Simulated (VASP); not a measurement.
Here is a VASP 6.6.1 calculation.

The input INCAR:

```
SYSTEM = Cl
  PREC = Accurate
  ENCUT = 520
  EDIFF = 1E-6
  ISMEAR = -1
  SIGMA = 0.05
  LREAL = .False.
  LASPH = .True.
  NELM = 80
  ALGO = Normal
  ISIF = 2
  LWAVE = .False.
  LCHARG = .False.
  GGA = PE
  NBANDS = 22
```

The input KPOINTS:

```
Automatic mesh
0
Gamma
  7 7 4
  0 0 0
```

File POSCAR:

```
Cl
1.0
    3.0807983119     -2.2040687446      0.0000000000
    3.0807983119      2.2040687446      0.0000000000
    0.0000000000      0.0000000000      8.0424019526
Cl
4
Direct
    0.3700000000      0.6300000000      0.4000000000
    0.1300000000      0.8700000000      0.9000000000
    0.6300000000      0.3700000000      0.6000000000
    0.8700000000      0.1300000000      0.1000000000
```

Potentials or basis: VASP PAW PBE potentials, release 64 (Cl).

Launch:

```console
$ cat potpaw_PBE.64/Cl/POTCAR > POTCAR
$ mpirun -np 1 vasp_std > vasp.out
```

(1) What does it give for the largest force?

(2) Predict the pressure.

Answers

(1) 0.597 eV/Å.

(2) 2.2 GPa.
